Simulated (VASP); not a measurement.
# SiC (P6_3mc) in VASP: further runs

Runs on SiC. Level: r2SCAN. Tasks: single point.

Everything below comes from runs of VASP 6.6.1. Logs are shortened: lines on timing, memory, paths and dates and some standing lists are left out, and cuts for length are marked.

**1. The cell of the first run**

It takes space group P6_3mc (No. 186, hexagonal). The conventional cell has a = 3.013 Å, b = 3.013 Å, c = 4.945 Å, α = 90.00°, β = 90.00°, γ = 120.00°. Si (site symmetry 3m) has 4 C at 1.84 to 1.86 Å within 2.4 Å. Within 2.4 Å of C (site symmetry 3m) lie 4 Si at 1.84 to 1.86 Å.

**2. Single point, r2SCAN (volume changed by -6%)**

File POSCAR:

```
SiC
1.0
    3.0125764188      0.0000000000      0.0000000000
   -1.5062882094      2.6089677095      0.0000000000
    0.0000000000      0.0000000000      4.9450571747
Si C
2 2
Direct
    0.3333333333      0.6666666667      0.4995917774
    0.6666666667      0.3333333333      0.9995917774
    0.3333333333      0.6666666667      0.8754082226
    0.6666666667      0.3333333333      0.3754082226
```

File INCAR.step1:

```
SYSTEM = SiC
PREC     = Accurate       ! precision mode
ENCUT    = 520            ! plane-wave cutoff, eV
ISMEAR   = 0              ! smearing method
SIGMA    = 0.01           ! smearing width, eV
LREAL    = .FALSE.        ! projectors in reciprocal space
LASPH    = .TRUE.         ! aspherical terms in the spheres
NELM     = 80             ! most SCF steps
NBANDS   = 16             ! bands
GGA      = PE             ! functional
ALGO     = Normal         ! electronic algorithm
EDIFF    = 1E-4           ! SCF threshold, eV
LWAVE    = .TRUE.         ! write WAVECAR
LCHARG   = .FALSE.        ! write CHGCAR
```

File INCAR.step2:

```
SYSTEM = SiC
PREC     = Accurate       ! precision mode
ENCUT    = 520            ! plane-wave cutoff, eV
EDIFF    = 1E-6           ! SCF threshold, eV
ISMEAR   = 0              ! smearing method
SIGMA    = 0.01           ! smearing width, eV
LREAL    = .FALSE.        ! projectors in reciprocal space
LASPH    = .TRUE.         ! aspherical terms in the spheres
NELM     = 80             ! most SCF steps
ALGO     = Normal         ! electronic algorithm
ISIF     = 2              ! what is computed and relaxed
LWAVE    = .FALSE.        ! write WAVECAR
LCHARG   = .TRUE.         ! write CHGCAR
METAGGA  = R2SCAN         ! meta-GGA
LMIXTAU  = .TRUE.       
LELF     = .TRUE.         ! ELF
LVHAR    = .TRUE.       
NBANDS   = 16             ! bands
ISTART   = 1
```

File KPOINTS:

```
regular mesh
0
G
  9 9 4
  0 0 0
```

Potentials or basis: VASP PAW PBE potentials, release 64 (Si, C).

Run with:

```bash
> cat potpaw_PBE.64/Si/POTCAR potpaw_PBE.64/C/POTCAR > POTCAR
> cp INCAR.step1 INCAR
> mpirun -np 1 vasp_std > vasp.out
> cp INCAR.step2 INCAR
> mpirun -np 1 vasp_std > vasp.out
```

OUTCAR:

```text
SYSTEM = SiC
   PREC = Accurate
   ENCUT = 520
   EDIFF = 1E-6
   ISMEAR = 0
   LREAL = .FALSE.
   LASPH = .TRUE.
   NELM = 80
   ISIF = 2
   METAGGA = R2SCAN
   ISTART = 1

 ion  position               nearest neighbor table
   1  0.333  0.667  0.500-   4 1.84   4 1.84   4 1.84   3 1.86   2 3.02   2 3.02   2 3.02   2 3.02
                             2 3.02   2 3.02
   2  0.667  0.333  1.000-   3 1.84   3 1.84   3 1.84   4 1.86   1 3.02   1 3.02   1 3.02   1 3.02
                             1 3.02   1 3.02
   3  0.333  0.667  0.875-   2 1.84   2 1.84   2 1.84   1 1.86
   4  0.667  0.333  0.375-   1 1.84   1 1.84   1 1.84   2 1.86

  LATTYP: Found a hexagonal cell.
 ALAT       =     3.0125764188
 C/A-ratio  =     1.6414711155

  Lattice vectors:

 A1 = (   3.0125764188,   0.0000000000,   0.0000000000)
 A2 = (  -1.5062882094,   2.6089677095,   0.0000000000)
 A3 = (   0.0000000000,   0.0000000000,   4.9450571747)

Analysis of symmetry for initial positions (statically):
=====================================================================
 Subroutine PRICEL returns:
 Original cell was already a primitive cell.

 Routine SETGRP: Setting up the symmetry group for a
 hexagonal supercell.

 Subroutine GETGRP returns: Found 12 space group operations
 (whereof  6 operations were pure point group operations)
 out of a pool of 24 trial point group operations.

The static configuration has the point symmetry C_3v.
 The point group associated with its full space group is C_6v.

Analysis of symmetry for dynamics (positions and initial velocities):
=====================================================================
 Subroutine PRICEL returns:
 Original cell was already a primitive cell.

 Routine SETGRP: Setting up the symmetry group for a
 hexagonal supercell.

 Subroutine GETGRP returns: Found 12 space group operations
 (whereof  6 operations were pure point group operations)
 out of a pool of 24 trial point group operations.

The dynamic configuration has the point symmetry C_3v.
 The point group associated with its full space group is C_6v.

 Subroutine INISYM returns: Found 12 space group operations
 (whereof  6 operations are pure point group operations),
 and found     1 'primitive' translations

----------------------------------------------------------------------------------------

                                     Primitive cell

  volume of cell :      38.8667

  direct lattice vectors                    reciprocal lattice vectors
     3.012576419  0.000000000  0.000000000     0.331941787  0.191646680  0.000000000
    -1.506288209  2.608967709  0.000000000     0.000000000  0.383293360  0.000000000
     0.000000000  0.000000000  4.945057175     0.000000000  0.000000000  0.202222131

  length of vectors
     3.012576419  3.012576419  4.945057175     0.383293360  0.383293360  0.202222131

  position of ions in fractional coordinates (direct lattice)
     0.333333333  0.666666667  0.499591777
     0.666666667  0.333333333  0.999591777
     0.333333333  0.666666667  0.875408223
     0.666666667  0.333333333  0.375408223

  ion indices of the primitive-cell ions
   primitive index   ion index
                 1           1
                 2           2
                 3           3
                 4           4

----------------------------------------------------------------------------------------

 KPOINTS: regular mesh

Automatic generation of k-mesh.
 Grid dimensions read from file:
 generate k-points for:    9    9    4

 Generating k-lattice:

  Cartesian coordinates                     Fractional coordinates (reciprocal lattice)
     0.036882421  0.021294076  0.000000000     0.111111111 -0.000000000  0.000000000
     0.000000000  0.042588151  0.000000000     0.000000000  0.111111111  0.000000000
     0.000000000  0.000000000  0.050555533     0.000000000  0.000000000  0.250000000

  Length of vectors
     0.042588151  0.042588151  0.050555533

  Shift w.r.t. Gamma in fractional coordinates (k-lattice)
     0.000000000  0.000000000  0.000000000

 Subroutine IBZKPT returns following result:
 ===========================================

 Found     36 irreducible k-points:

 Following reciprocal coordinates:
            Coordinates               Weight
  0.000000  0.000000  0.000000      1.000000
  0.111111 -0.000000  0.000000      6.000000
  0.222222  0.000000  0.000000      6.000000
  0.333333  0.000000  0.000000      6.000000
  0.444444  0.000000  0.000000      6.000000
  0.111111  0.111111  0.000000      6.000000
[... 16 lines left out ...]
  0.333333  0.222222  0.250000     24.000000
  0.333333  0.333333  0.250000      4.000000
 [... further k-points ...]
   k-points           NKPTS =     36   k-points in BZ     NKDIM =     36   number of bands    NBANDS=     16
   number of dos      NEDOS =    301   number of ions     NIONS =      4
   total plane-waves  NPLWV =  23040
   dimension x,y,z NGX =    24 NGY =   24 NGZ =   40
[... 27 lines left out ...]
   EMIN   =  10.00;   EMAX   =-10.00  energy-range for DOS
   EFERMI =   0.00;   METHOD = LEGACY
   ISMEAR =     0;   SIGMA  =   0.01  broadening in eV -4-tet -1-fermi 0-gaus
   EFERMI_NEDOS =   21; number of points for ismear=-14 and -15
   IALGO  =     38    algorithm
   IMIX   =      4    mixing-type and parameters
     AMIX     =   0.40;   BMIX     =  1.00
     AMIX_MAG =   1.60;   BMIX_MAG =  1.00
  volume/ion in A,a.u.               =       9.72        65.57
  Fermi-wavevector in a.u.,A,eV,Ry     =   1.217836  2.301376 20.179133  1.483124
  Thomas-Fermi vector in A             =   2.353143
   LORBIT       =      0    0 simple, 1 ext, 2 COOP (PROOUT), +10 PAW based schemes
   METAGGA = R2SCAN    functional components
   LHFCALC =     F    Hartree Fock is set to
   AEXX    =    0.0000 exact exchange contribution
   IVDW    =     0    specifies the selected vdW correction
   LEPSILON=     F    determine dielectric tensor
   LRPA    =     F    only Hartree local field effects (RPA)
 non-spin polarized calculation
 Gauss-broadening in eV      SIGMA  =   0.01
  energy-cutoff  :      520.00
  volume of cell :       38.87
 maximum number of plane-waves:      1087
 NGX is ok and might be reduce to    24
   NGX = 11   NGY = 11   NGZ = 19

 number of electron      15.9999999 magnetization

 Free energy of the ion-electron system (eV)
  ---------------------------------------------------
  ext. energy  EPLUGINS =         0.00000000
  ---------------------------------------------------
  free energy    TOTEN  =       -38.52345924 eV

  energy without entropy =      -38.52345924  energy(sigma->0) =      -38.52345924

 E-fermi :   8.9476     XC(G=0): -12.2085

 val. band max:        8.8595141822   @ k =   0.0000   0.0000   0.0000
 cond. band min:      11.4263279428   @ k =   0.3333   0.3333   0.0000
 fundamental gap:      2.5668137605
 Fermi energy:         8.9475544105

 k-point     1 :       0.0000    0.0000    0.0000
  band No.  band energies     occupation
      1      -8.0053      2.00000
      2      -4.1406      2.00000
      3      -0.4952      2.00000
      4       7.4463      2.00000
      5       7.4463      2.00000
      6       8.7448      2.00000
[... 8 lines left out ...]
     15      18.9121      0.00000
     16      21.1642      0.00000

 k-point     2 :       0.1111   -0.0000    0.0000
  band No.  band energies     occupation
      1      -7.7726      2.00000
      2      -3.9456      2.00000
      3      -0.2767      2.00000
      4       6.2583      2.00000
      5       7.0585      2.00000
      6       8.0498      2.00000
[... 8 lines left out ...]
     15      19.4412      0.00000
     16      19.7929      0.00000

 k-point     3 :       0.2222    0.0000    0.0000
  band No.  band energies     occupation
      1      -7.0863      2.00000
      2      -3.3982      2.00000
      3       0.3482      2.00000
      4       3.9582      2.00000
      5       6.2406      2.00000
      6       6.3091      2.00000
[... 8 lines left out ...]
     15      19.9983      0.00000
     16      20.3371      0.00000
[... 362 lines left out ...]
 k-point    23 :       0.3333    0.2222    0.2500
  band No.  band energies     occupation
      1      -3.8907      2.00000
      2      -2.6994      2.00000
      3       0.6396      2.00000
      4       1.7223      2.00000
      5       2.8721      2.00000
      6       4.6968      2.00000
[... 8 lines left out ...]
     15      21.9294      0.00000
     16      22.6044      0.00000

 k-point    24 :       0.3333    0.3333    0.2500
  band No.  band energies     occupation
      1      -3.0100      2.00000
      2      -3.0100      2.00000
      3       1.3366      2.00000
      4       1.3366      2.00000
      5       1.8354      2.00000
      6       3.9412      2.00000
[... 8 lines left out ...]
     15      22.0591      0.00000
     16      23.0452      0.00000

 [... further k-points ...]

------------------------ aborting loop because EDIFF is reached ----------------------------------------

  FORCE on cell =-STRESS in cart. coord.  units (eV):
  Direction    XX          YY          ZZ          XY          YZ          ZX
  --------------------------------------------------------------------------------------
  -------------------------------------------------------------------------------------
  Total        3.8316228      3.8316228      3.7216861      0.0000000      0.0000000      0.0000000
  in kB      157.9484005    157.9484005    153.4165551      0.0000000      0.0000000      0.0000000
  external PRESSURE =     156.4377853 kB  Pullay stress =       0.0000000 kB

 VOLUME and BASIS-vectors are now :
 -----------------------------------------------------------------------------
  energy-cutoff  :      520.00
  volume of cell :       38.87
      direct lattice vectors                 reciprocal lattice vectors
     3.012576419  0.000000000  0.000000000     0.331941787  0.191646680  0.000000000
    -1.506288209  2.608967709  0.000000000     0.000000000  0.383293360  0.000000000
     0.000000000  0.000000000  4.945057175     0.000000000  0.000000000  0.202222131

 POSITION                                       TOTAL-FORCE (eV/Angst)
 -----------------------------------------------------------------------------------
     -0.00000      1.73931      2.47051         0.000000      0.000000      0.009977
      1.50629      0.86966      4.94304         0.000000      0.000000      0.009977
     -0.00000      1.73931      4.32894        -0.000000     -0.000000     -0.009977
      1.50629      0.86966      1.85642        -0.000000      0.000000     -0.009977
 -----------------------------------------------------------------------------------
    total drift:                                0.000000      0.000000      0.000301

  FREE ENERGIE OF THE ION-ELECTRON SYSTEM (eV)
  ---------------------------------------------------
  free  energy   TOTEN  =       -38.5234592351 eV

  energy  without entropy=      -38.5234592351  energy(sigma->0) =      -38.52345924
```

Run time: 58 s. Hardware: 1 thread of AMD EPYC 9R45 (Zen 5), shared host; peak memory 0.13 GiB.

Results:

```
Free energy            : -38.5235 eV
Pressure               : 15.6 GPa
Largest force          : 0.010 eV/Å
Band gap on the k mesh : 2.57 eV, indirect (least direct gap 4.67 eV)
```

Forces on the atoms (eV/Å):
```
Si   0.000  0.000  0.010
Si   0.000  0.000  0.010
C    0.000  0.000 -0.010
C    0.000  0.000 -0.010
```

Caveat: the cell differs from its parent crystal (volume changed by -6%); the PAW data sets were made with another functional, which shifts forces and pressure a little. A k mesh can miss the band edges.

**3. Single point, r2SCAN (volume changed by -3%)**

File POSCAR:

```
SiC
1.0
    3.0442900800      0.0000000000      0.0000000000
   -1.5221450400      2.6364325458      0.0000000000
    0.0000000000      0.0000000000      4.9971142337
Si C
2 2
Direct
    0.3333333333      0.6666666667      0.4995917774
    0.6666666667      0.3333333333      0.9995917774
    0.3333333333      0.6666666667      0.8754082226
    0.6666666667      0.3333333333      0.3754082226
```

File INCAR.step1:

```
SYSTEM = SiC
PREC = Accurate
ENCUT = 520
ISMEAR = 0
SIGMA = 0.01
LREAL = .FALSE.
LASPH = .TRUE.
NELM = 80
NBANDS = 16
GGA = PE
ALGO = Normal
EDIFF = 1E-4
LWAVE = .TRUE.
LCHARG = .FALSE.
```

File INCAR.step2:

```
SYSTEM = SiC
PREC = Accurate
ENCUT = 520
EDIFF = 1E-6
ISMEAR = 0
SIGMA = 0.01
LREAL = .FALSE.
LASPH = .TRUE.
NELM = 80
ALGO = Normal
ISIF = 2
LWAVE = .FALSE.
LCHARG = .FALSE.
METAGGA = R2SCAN
LMIXTAU = .TRUE.
NBANDS = 16
ISTART = 1
```

File KPOINTS:

```
Automatic mesh
0
G
  9 9 4
  0 0 0
```

Potentials or basis: VASP PAW PBE potentials, release 64 (Si, C).

Run with:

```bash
> cat potpaw_PBE.64/Si/POTCAR potpaw_PBE.64/C/POTCAR > POTCAR
> cp INCAR.step1 INCAR
> mpirun -np 1 vasp_std > vasp.out
> cp INCAR.step2 INCAR
> mpirun -np 1 vasp_std > vasp.out
```

Run time: 53 s. Hardware: 1 thread of AMD EPYC 9R45 (Zen 5), shared host; peak memory 0.13 GiB.

The run converged. Its results:

```
Free energy            : -38.6113 eV
Pressure               : 7.2 GPa
Largest force          : 0.005 eV/Å
Band gap on the k mesh : 2.61 eV, indirect (least direct gap 4.59 eV)
```

Forces in eV/Å, atoms in the order of the input:
```
Si   0.000  0.000  0.005
Si   0.000  0.000  0.005
C    0.000  0.000 -0.005
C    0.000  0.000 -0.005
```

Stress tensor (GPa, compression positive):
```
7.22 0.00 0.00
0.00 7.22 0.00
0.00 0.00 7.02
```

Levels at points of the mesh, in eV from the valence-band top:
```
           k point  band 4  band 5  band 6  band 7  band 8  band 9  band 10  band 11  band 12  band 13
(0.00, 0.00, 0.00)   -1.40   -1.40   -0.11    0.00    0.00    5.66     7.12     7.39     7.39     8.62
(0.00, 0.00, 0.50)   -4.68   -0.76   -0.76   -0.76   -0.76    6.78     6.78     8.07     8.07     8.07
```

Caveat: the cell differs from its parent crystal (volume changed by -3%); the PAW data sets were made with another functional, which shifts forces and pressure a little. A k mesh can miss the band edges.

**4. Single point, r2SCAN**

This run uses another cell than the first one, of 10.34 Å³/atom, 1.064 times its volume.

File POSCAR:

```
SiC
1.0
    3.0753564102      0.0000000000      0.0000000000
   -1.5376782051      2.6633367769      0.0000000000
    0.0000000000      0.0000000000      5.0481087173
Si C
2 2
Direct
    0.3333333333      0.6666666667      0.4995917774
    0.6666666667      0.3333333333      0.9995917774
    0.3333333333      0.6666666667      0.8754082226
    0.6666666667      0.3333333333      0.3754082226
```

File INCAR.step1:

```
SYSTEM = SiC
PREC = Accurate ; ENCUT = 520
ISMEAR = 0 ; SIGMA = 0.01
LREAL = .FALSE. ; LASPH = .TRUE.
NELM = 60 ; NBANDS = 16
GGA = PE ; ALGO = Normal
EDIFF = 1E-4 ; LWAVE = .TRUE.
LCHARG = .FALSE.
```

File INCAR.step2:

```
SYSTEM = SiC
PREC = Accurate ; ENCUT = 520
EDIFF = 1E-7 ; ISMEAR = 0
SIGMA = 0.01 ; LREAL = .FALSE.
LASPH = .TRUE. ; NELM = 60
ALGO = Normal ; ISIF = 2
LWAVE = .FALSE. ; LCHARG = .TRUE.
METAGGA = R2SCAN ; LMIXTAU = .TRUE.
LELF = .TRUE. ; LVHAR = .TRUE.
NBANDS = 16 ; ISTART = 1
```

KPOINTS is that of step 3.

Run with:

```bash
> cat potpaw_PBE.64/Si/POTCAR potpaw_PBE.64/C/POTCAR > POTCAR
> cp INCAR.step1 INCAR
> mpirun -np 1 vasp_std > vasp.out
> cp INCAR.step2 INCAR
> mpirun -np 1 vasp_std > vasp.out
```

It took 69 s on 1 thread of AMD EPYC 9R45 (Zen 5), shared host; peak memory 0.13 GiB.

It converged, with:

* Free energy: -38.6380 eV
* Pressure: -0.2 GPa
* Band gap on the k mesh: 2.66 eV, indirect (least direct gap 4.52 eV)

Levels at points of the mesh, in eV from the valence-band top:
```csv
k point,band 5,band 6,band 7,band 8,band 9,band 10,band 11,band 12
"(0.00, 0.00, 0.00)",-1.39,-0.11,0.00,0.00,5.38,6.78,7.19,7.19
"(0.00, 0.00, 0.50)",-0.75,-0.75,-0.75,-0.75,6.50,6.50,7.89,7.89
```

Caveat: the PAW data sets were made with another functional, which shifts forces and pressure a little. r2SCAN opens gaps a little over a GGA but as a rule still falls short of measured ones.

**5. Single point, r2SCAN (volume changed by +3%)**

File POSCAR:

```
SiC
1.0
    3.1058074639      0.0000000000      0.0000000000
   -1.5529037320      2.6897081630      0.0000000000
    0.0000000000      0.0000000000      5.0980932425
Si C
2 2
Direct
    0.3333333333      0.6666666667      0.4995917774
    0.6666666667      0.3333333333      0.9995917774
    0.3333333333      0.6666666667      0.8754082226
    0.6666666667      0.3333333333      0.3754082226
```

File INCAR.step1:

```
SYSTEM = SiC
PREC = Accurate
ENCUT = 520
ISMEAR = 0
SIGMA = 0.01
LREAL = .False.
LASPH = .True.
NELM = 100
NBANDS = 16
GGA = PE
ALGO = Normal
EDIFF = 1E-4
LWAVE = .True.
LCHARG = .False.
```

File INCAR.step2:

```
SYSTEM = SiC
PREC = Accurate
ENCUT = 520
EDIFF = 1E-6
ISMEAR = 0
SIGMA = 0.01
LREAL = .False.
LASPH = .True.
NELM = 100
ALGO = Normal
ISIF = 2
LWAVE = .False.
LCHARG = .False.
METAGGA = R2SCAN
LMIXTAU = .True.
NBANDS = 16
ISTART = 1
```

File KPOINTS:

```
regular mesh
0
Gamma
  9 9 4
  0 0 0
```

Run with:

```bash
> cat potpaw_PBE.64/Si/POTCAR potpaw_PBE.64/C/POTCAR > POTCAR
> cp INCAR.step1 INCAR
> mpirun -np 1 vasp_std > vasp.out
> cp INCAR.step2 INCAR
> mpirun -np 1 vasp_std > vasp.out
```

It took 62 s on 1 thread of AMD EPYC 9R45 (Zen 5), shared host; peak memory 0.13 GiB.

Results (log left out):

- Free energy: -38.6119 eV
- Pressure: -6.5 GPa
- Largest force: 0.005 eV/Å
- Band gap on the k mesh: 2.70 eV, indirect (least direct gap 4.45 eV)

Forces in eV/Å, atoms in the order of the input:
```
Si   0.000  0.000 -0.005
Si   0.000  0.000 -0.005
C    0.000  0.000  0.005
C    0.000  0.000  0.005
```

Stress tensor (GPa, compression positive):
```
-6.58  0.00  0.00
 0.00 -6.58  0.00
 0.00  0.00 -6.39
```

Levels at points of the mesh, in eV from the valence-band top:
| k point | band 5 | band 6 | band 7 | band 8 | band 9 | band 10 | band 11 | band 12 |
| --- | --- | --- | --- | --- | --- | --- | --- | --- |
| (0.00, 0.00, 0.00) | -1.37 | -0.11 | 0.00 | 0.00 | 5.11 | 6.44 | 7.00 | 7.00 |
| (0.00, 0.00, 0.50) | -0.74 | -0.74 | -0.74 | -0.74 | 6.22 | 6.22 | 7.72 | 7.72 |

Caveat: the cell differs from its parent crystal (volume changed by +3%); the PAW data sets were made with another functional, which shifts forces and pressure a little.

**6. Summary**

```csv
cell,gap on the mesh (eV),pressure (GPa)
"a = 3.013, b = 3.013, c = 4.945 Å, angles 90.0, 90.0, 120.0°, 4 atoms",2.57,15.6
"a = 3.044, b = 3.044, c = 4.997 Å, angles 90.0, 90.0, 120.0°, 4 atoms",2.61,7.2
"a = 3.075, b = 3.075, c = 5.048 Å, angles 90.0, 90.0, 120.0°, 4 atoms",2.66,-0.2
"a = 3.106, b = 3.106, c = 5.098 Å, angles 90.0, 90.0, 120.0°, 4 atoms",2.70,-6.5
```

Alike in all rows: task single point; level r2SCAN; potentials or basis VASP PAW PBE potentials, release 64 (Si, C); no spin polarisation; k mesh 9 × 9 × 4; cutoff (eV) 520; smearing gaussian 0.01 eV.

Caveats: the PAW data sets were made with another functional, which shifts forces and pressure a little.

Absolute energies hang on the potentials; compare differences alone.
